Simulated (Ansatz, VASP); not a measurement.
**Two plane-wave programs on Hg**

File INCAR:

```
ALGO = Fast ; EDIFF = 1E-6
ENCUT = 520 ; GGA = PE
ISIF = 2 ; ISMEAR = -1
LASPH = True ; LCHARG = False
LREAL = False ; LWAVE = False
NBANDS = 19 ; NELM = 80
PREC = Accurate ; SIGMA = 0.05
```

The input KPOINTS:

```
k-points
0
Gamma
  10 10 10
```

The input POSCAR:

```
Hg
1.0
   -2.8901580140      2.8901580140      1.5512992345
    2.8901580140     -2.8901580140      1.5512992345
    2.8901580140      2.8901580140     -1.5512992345
Hg
2
Direct
    0.0000000000      0.0000000000      0.0000000000
    0.7500000000      0.2500000000      0.5000000000
```

The input input.yaml:

```yaml
crystal:
  lattice:
    - [-2.890158014, 2.890158014, 1.5512992345]
    - [2.890158014, -2.890158014, 1.5512992345]
    - [2.890158014, 2.890158014, -1.5512992345]
  atoms:
    - { symbol: Hg, position: [0.0, 0.0, 0.0] }
    - { symbol: Hg, position: [0.75, 0.25, 0.5] }
hamiltonian:
  xc: pbe
  pseudopotentials: { kind: paw }
kpoints:
  mp_grid: { grid: [10, 10, 10] }
scf:
  occupations: { method: fermi_dirac, width: 0.05 }
output:
  forces: true
  stress: true
  eigenvalues: true
```

Alike in both runs: task single point; functional PBE; k mesh 10 × 10 × 10; occupations fermi-dirac, width 0.05 eV; no spin polarisation.

|  | VASP | Ansatz |
| --- | --- | --- |
| version | VASP 6.6.1 | Ansatz 0.2.0 |
| potentials or method | VASP PAW PBE potentials, release 64 (Hg) | Ansatz PAW |
| plane-wave cutoff (eV) | 520 | 420 |
| valence electrons in the cell | 24 | 40 |

|  | VASP | Ansatz | Ansatz less VASP |
| --- | --- | --- | --- |
| gap on the k mesh at the Fermi level (eV) | none | none | - |
| pressure (GPa) | 3.1 | 2.8 | -0.31 |
| traceless stress, the component that is largest in VASP (GPa) | -0.08 | -0.05 | +0.026 |

A gap of «none» marks a metal or a gap that the smearing closes. The functional is the same, so the differences come from potentials, cutoffs and numerics. VASP's potentials hold 24 valence electrons a cell and Ansatz's 40, so a difference there can come from the potentials and not from the codes.

Neither program's run includes spin-orbit coupling.
